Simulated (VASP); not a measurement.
Crystal: TaCo3.

```
CELL_PARAMETERS angstrom
3.89996 0.00000 0.00000
0.00000 3.89996 0.00000
0.00000 0.00000 3.89996
ATOMIC_POSITIONS crystal
Ta 0.00000 0.00000 0.00000
Co 0.00000 0.50000 0.50000
Co 0.50000 0.00000 0.50000
Co 0.50000 0.50000 0.00000
```

This cell differs from its parent crystal: volume scaled by 1.2.

Base run:

- Program: VASP 6.6.1
- Functional: LDA
- Potentials or basis: VASP PAW LDA potentials, release 64 (Ta_pv, Co)
- Cutoff: 520 eV
- k mesh: 9 × 9 × 9
- Occupations: fermi-dirac, width 0.08 eV
- Spin: no spin polarisation

Its results: pressure -43.0 GPa.

Problem. The run is repeated on the same cell with these changes: spin from no spin polarisation to collinear spin, ferromagnetic start; further incar settings from ALGO = Normal; EDIFF = 1e-07; NBANDS = 27 to ALGO = Normal; EDIFF = 1e-06; NBANDS = 31. What comes out?

Solution. Pressure -41.6 GPa; net moment 1.75 μB per cell; site moments Ta -0.27; Co +0.72 μB.
